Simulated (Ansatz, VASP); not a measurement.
# Two plane-wave programs on BeCd2Te3

```
Be Cd Te
1.0
     4.97977    0.00000    0.00000
     0.00000    4.97977    0.00000
     0.00000    0.00000   10.45147
Be Cd Te
1 2 3
Direct
  0.00000 0.00000 0.00000
  0.00000 0.00000 0.76100
  0.00000 0.00000 0.23900
  0.00000 0.50000 0.00000
  0.50000 0.00000 0.00000
  0.00000 0.00000 0.50000
```

Alike in both runs: functional PBE; k mesh 4 × 4 × 2; occupations gaussian, width 0.1 eV; no spin polarisation.

Ansatz relaxed the structure, and its values are those at the end. VASP's run is a single point on that final structure, the one shown.

```csv
,VASP,Ansatz
version,VASP 6.6.1,Ansatz 0.2.0
potentials or method,"VASP PAW PBE potentials, release 64 (Be, Cd, Te), cutoff 600 eV","scalar-relativistic, plane waves, PAW"
valence electrons in the cell,44,90
```

Ansatz gave:

- gap on the k mesh at the Fermi level (eV): none
- pressure (GPa): 0.0
- rms of the force components (eV/Å): 0.006

Problem. Estimate VASP's values.

Solution. gap on the k mesh at the Fermi level (eV): none; pressure (GPa): 0.0; rms of the force components (eV/Å): 0.004.

A gap of «none» marks a metal or a gap that the smearing closes. VASP's potentials hold 44 valence electrons a cell and Ansatz's 90, so a difference there can come from the potentials and not from the codes.

Neither program's run includes spin-orbit coupling.
